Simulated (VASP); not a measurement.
Here is a VASP 6.6.1 calculation.

The input INCAR:

```
ALGO     = Normal         # electronic algorithm
EDIFF    = 1E-6           # SCF threshold, eV
ENCUT    = 1330           # plane-wave cutoff, eV
GGA      = PS             # functional
GGA_COMPAT= F            
ISIF     = 2              # what is computed and relaxed
ISMEAR   = 0              # smearing method
LASPH    = T              # aspherical terms in the spheres
LCHARG   = F              # write CHGCAR
LREAL    = F              # projectors in reciprocal space
LWAVE    = F              # write WAVECAR
NBANDS   = 32             # bands
NELM     = 120            # most SCF steps
PREC     = Accurate       # precision mode
SIGMA    = 0.1            # smearing width, eV
```

The input KPOINTS:

```
k-points
0
Gamma
  2 2 2
```

POSCAR

```
VN2
1.0
   -2.1507500000      2.1507500000      2.4913500000
    2.1507500000     -2.1507500000      2.4913500000
    2.1507500000      2.1507500000     -2.4913500000
V N
2 4
Direct
    0.2500000000      0.2500000000      0.0000000000
    0.7500000000      0.7500000000      0.0000000000
    0.1151000000      0.6151000000      0.7302000000
    0.6151000000      0.8849000000      0.5000000000
    0.8849000000      0.3849000000      0.2698000000
    0.3849000000      0.1151000000      0.5000000000
```

Potentials or basis: VASP PAW PBE potentials, release 64 (V_sv, N_h).

Command:

```console
$ cat potpaw_PBE.64/V_sv/POTCAR potpaw_PBE.64/N_h/POTCAR > POTCAR
$ mpirun -np 1 vasp_std > vasp.out
```

Q: What does it give for the largest force?

A: 0.143 eV/Å.

Q: What does it give for the band gap on the k mesh?

A: Zero (bands 23 and 24 overlap by 0.14 eV).

Q: Predict the pressure.

A: -7.8 GPa.

Forces on the atoms (eV/Å):
```
V    0.000  0.000  0.000
V    0.000  0.000  0.000
N   -0.101 -0.101  0.000
N    0.101 -0.101  0.000
N    0.101  0.101  0.000
N   -0.101  0.101  0.000
```

Caveat: the k points lie up to 0.96 Å⁻¹ apart, too coarse for converged energies, forces and pressures; the PAW data sets were made with another functional, which shifts forces and pressure a little; the run has no spin polarisation, though such a crystal can be magnetic. With open d or f shells a metallic result of PBEsol can be an artefact of self-interaction; +U or a hybrid may open a gap.
